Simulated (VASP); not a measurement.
Write the native input for VASP 6.6.1 that does the following.

* Task: single point
* Functional: PBEsol
* Potentials or basis: VASP PAW PBE potentials, release 64 (Au)
* Cutoff: 500 eV
* k mesh: 6 × 6 × 6
* Occupations: fermi-dirac, width 0.1 eV
* Spin: no spin polarisation
* Dipole correction: no
* Further INCAR settings: ALGO = Normal; EDIFF = 1e-06; NBANDS = 18

The structure of Au lies in POSCAR:

```
Au
1.0
    0.0000000000      3.0278688715      3.0278688715
    3.0278688715      0.0000000000      3.0278688715
    3.0278688715      3.0278688715      0.0000000000
Au
2
Direct
    0.0000000000      0.0000000000      0.0000000000
    0.2500000000      0.2500000000      0.2500000000
```

The input as run:

INCAR

```
PREC = Accurate
ENCUT = 500
EDIFF = 1E-6
ISMEAR = -1
SIGMA = 0.1
LREAL = F
LASPH = T
NELM = 120
ALGO = Normal
ISIF = 2
LWAVE = F
LCHARG = T
GGA = PS
LELF = T
LVHAR = T
NBANDS = 18
GGA_COMPAT = F
```

KPOINTS

```
regular mesh
0
Gamma
  6 6 6
```

Potentials or basis: VASP PAW PBE potentials, release 64 (Au).

Launch:

```console
$ cat potpaw_PBE.64/Au/POTCAR > POTCAR
$ mpirun -np 1 vasp_std > vasp.out
```

It gave:

| Quantity | Value |
| --- | --- |
| Pressure | -0.9 GPa |
| Band gap on the k mesh | zero (band 11 reaches 3.35 eV, above the bottom of band 12 at 2.73 eV) |

Caveat: the PAW data sets were made with another functional, which shifts forces and pressure a little; spin-orbit coupling is left out, which moves the levels of the heavy elements.

Run time: 8.5 s on 1 thread of Intel(R) Xeon(R) 6975P-C (Granite Rapids) (shared host), peak memory 0.17 GiB.
